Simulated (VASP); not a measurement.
A run of VASP 6.6.1 is set up as follows.

Contents of INCAR:

```
PREC = Accurate
ENCUT = 520
EDIFF = 1E-7
ISMEAR = -1
SIGMA = 0.1
LREAL = F
LASPH = T
NELM = 60
ALGO = Normal
ISIF = 2
LWAVE = F
LCHARG = T
GGA = PE
LELF = T
LVHAR = T
NBANDS = 22
```

KPOINTS

```
Automatic mesh
0
Gamma
  22 22 12
```

POSCAR

```
Rh
1.0
    2.6885777491      0.0000000000      0.0000000000
   -1.3442888745      2.3283766308      0.0000000000
    0.0000000000      0.0000000000      4.3329878181
Rh
2
Direct
    0.3333333333      0.6666666667      0.2500000000
    0.6666666667      0.3333333333      0.7500000000
```

Potentials or basis: VASP PAW PBE potentials, release 64 (Rh_pv).

Run with:

```sh
$ cat potpaw_PBE.64/Rh_pv/POTCAR > POTCAR
$ mpirun -np 1 vasp_std > vasp.out
```

Task: Estimate the pressure.

Result: 11.4 GPa.

Task: Estimate the band gap on the k mesh.

Result: Zero (band 15 reaches 12.91 eV, above the bottom of band 16 at 10.48 eV).

Stress tensor (GPa, compression positive):
```
11.25  0.00  0.00
 0.00 11.25  0.00
 0.00  0.00 11.78
```
